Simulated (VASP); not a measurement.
Crystal: Ru.

```
Ru
1.0
     2.70580    0.00000    0.00000
    -1.35290    2.34329    0.00000
     0.00000    0.00000    4.28190
Ru
2
Direct
  0.33333 0.66667 0.25000
  0.66667 0.33333 0.75000
```

| Item | Value |
| --- | --- |
| Program | VASP 6.6.1 |
| Task | relaxation of cell and atoms |
| Functional | PBEsol |
| Potentials or basis | VASP PAW PBE potentials, release 64 (Ru_pv) |
| Cutoff | 600 eV |
| k mesh | 16 × 16 × 8 |
| Occupations | fermi-dirac, width 0.1 eV |
| Spin | no spin polarisation |

At the start: pressure -6.2 GPa; volume 13.57 Å³/atom.

**Question.** How do energy, volume and symmetry change on relaxing?

**Answer.** Over 11 steps the energy falls by 5.2 meV/atom and the volume is 13.32 Å³/atom (-1.8 %); space group P6_3/mmc (No. 194, to 0.05 Å).

Step by step:
```
step  energy change (eV)  largest force (eV/Å)  pressure (GPa)  volume (Å³)
   1              0.0000                0.0000           -6.24        27.15
   2              0.0974                0.0000           23.76        25.12
   3             -0.0103                0.0000           -0.16        26.66
   4             -0.0103                0.0000            0.07        26.64
   5             -0.0104                0.0000           -0.05        26.65
   6             -0.0104                0.0000            0.01        26.65
   7             -0.0104                0.0000            0.03        26.65
   8             -0.0104                0.0000            0.02        26.65
   9             -0.0104                0.0000            0.02        26.65
  10             -0.0104                0.0000           -0.03        26.65
  11             -0.0104                0.0000           -0.02        26.65
```

Final structure:
```
CELL_PARAMETERS angstrom
2.69201 0.00000 0.00000
-1.34600 2.33134 0.00000
0.00000 0.00000 4.24600
ATOMIC_POSITIONS crystal
Ru 0.33333 0.66667 0.25000
Ru 0.66667 0.33333 0.75000
```

Caveat: the PAW data sets were made with another functional, which shifts forces and pressure a little.
